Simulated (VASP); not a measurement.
Write the native input for VASP 6.6.1 that does the following.

```
Task                   : single point
Functional             : PBE
Potentials or basis    : VASP PAW PBE potentials, release 64 (Ta_pv, N)
Cutoff                 : 600 eV
k mesh                 : 7 × 7 × 4
Occupations            : gaussian, width 0.05 eV
Spin                   : collinear spin, zero start
Starting moments       : [0.0, 0.0, 0.0, 0.0, 0.0, 0.0, 0.0, 0.0] μB
Fixed moment           : 0 μB
Hubbard terms          : Ta d U = 5.0 eV
Dipole correction      : no
Further INCAR settings : ALGO = Normal; EDIFF = 1e-06; NBANDS = 46
```

The structure of TaN lies in POSCAR:

```
TaN
1.0
    3.0480018400      0.0000000000      0.0000000000
   -3.0480018400      5.2792940600      0.0000000000
    0.0000000000      0.0000000000      4.9179997800
Ta N
4 4
Direct
    0.0000000000      0.0000000000      0.0000000000
    0.0000000000      0.0000000000      0.5000000000
    0.0000000000      0.5000000000      0.0000000000
    0.0000000000      0.5000000000      0.5000000000
    0.3333333333      0.3333333334      0.2500000000
    0.6666666667      0.1666666666      0.7500000000
    0.3333333333      0.8333333333      0.2500000000
    0.6666666667      0.6666666666      0.7500000000
```

One way to write it, as run:

INCAR

```
SYSTEM = TaN
  PREC = Accurate
  ENCUT = 600
  EDIFF = 1E-6
  ISMEAR = 0
  SIGMA = 0.05
  LREAL = .FALSE.
  LASPH = .TRUE.
  NELM = 200
  ALGO = Normal
  ISIF = 2
  LWAVE = .FALSE.
  LCHARG = .FALSE.
  ISPIN = 2
  MAGMOM = 0 0 0 0 0 0 0 0
  LORBIT = 11
  NUPDOWN = 0.0
  LMAXMIX = 4
  LDAU = .TRUE.
  LDAUTYPE = 2
  LDAUL = 2 -1
  LDAUU = 5 0
  LDAUJ = 0 0
  LDAUPRINT = 1
  GGA = PE
  NBANDS = 46
  GGA_COMPAT = .FALSE.
```

KPOINTS

```
regular mesh
0
G
  7 7 4
  0 0 0
```

Potentials or basis: VASP PAW PBE potentials, release 64 (Ta_pv, N).

The run is started by

```sh
$ cat potpaw_PBE.64/Ta_pv/POTCAR potpaw_PBE.64/N/POTCAR > POTCAR
$ mpirun -np 1 vasp_std > vasp.out
```

It gave:

```yaml
Pressure: 79.7 GPa
Largest_force: 0.043 eV/Å
Net_moment: 0.00 μB per cell
Valence_electrons_inside_the_program's_atomic_spheres: Ta 9.22; N 3.85
```

Caveat: the stress differs along the axes, from 48 to 144 GPa; the total moment is fixed, so each spin has its own Fermi level.

Run time: 2.5 min on 1 thread of Intel(R) Xeon(R) 6975P-C (Granite Rapids), on a shared host, peak memory 0.44 GiB.
